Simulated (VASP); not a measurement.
Write the native input for VASP 6.6.1 that does the following.

```yaml
Task: single point
Functional: PBE
Potentials_or_basis: VASP PAW PBE potentials, release 64 (Ge_d, Pt)
Cutoff: 520 eV
k_mesh: 4 × 4 × 4
Occupations: gaussian, width 0.1 eV
Spin: no spin polarisation
Dipole_correction: no
Further_INCAR_settings: ALGO = Normal; EDIFF = 1e-06; NBANDS = 62
```

The structure of Ge3Pt lies in POSCAR:

```
Ge3Pt
1.0
    5.1100497000      0.0000000000      0.0000000000
    0.0000000000      5.1100497000      0.0000000000
    0.0000000000      0.0000000000      5.5810745400
Ge Pt
6 2
Direct
    0.0000000000      0.5000000000      0.7084458100
    0.5000000000      0.0000000000      0.2915541900
    0.5000000000      0.0000000000      0.7915541900
    0.0000000000      0.5000000000      0.2084458100
    0.0000000000      0.0000000000      0.0000000000
    0.5000000000      0.5000000000      0.5000000000
    0.0000000000      0.0000000000      0.5000000000
    0.5000000000      0.5000000000      0.0000000000
```

One way to write it, as run:

INCAR

```
PREC     = Accurate       # precision mode
ENCUT    = 520            # plane-wave cutoff, eV
EDIFF    = 1E-6           # SCF threshold, eV
ISMEAR   = 0              # smearing method
SIGMA    = 0.1            # smearing width, eV
LREAL    = F              # projectors in reciprocal space
LASPH    = T              # aspherical terms in the spheres
NELM     = 100            # most SCF steps
ALGO     = Normal         # electronic algorithm
ISIF     = 2              # what is computed and relaxed
LWAVE    = F              # write WAVECAR
LCHARG   = T              # write CHGCAR
GGA      = PE             # functional
LELF     = T              # ELF
LVHAR    = T            
NBANDS   = 62             # bands
```

KPOINTS

```
Automatic mesh
0
Gamma
  4 4 4
```

Potentials or basis: VASP PAW PBE potentials, release 64 (Ge_d, Pt).

The run is started by

```console
$ cat potpaw_PBE.64/Ge_d/POTCAR potpaw_PBE.64/Pt/POTCAR > POTCAR
$ mpirun -np 1 vasp_std > vasp.out
```

Results of the run:

```yaml
Pressure: -2.4 GPa
Largest_force: 0.186 eV/Å
Band_gap_on_the_k_mesh: zero (band 52 reaches 8.30 eV, above the bottom of band 53 at 6.90 eV)
```

Caveat: spin-orbit coupling is left out, which moves the levels of the heavy elements.

It took 3.1 min on 1 thread of Intel(R) Xeon(R) 6975P-C (Granite Rapids), on a shared host, peak memory 0.31 GiB.
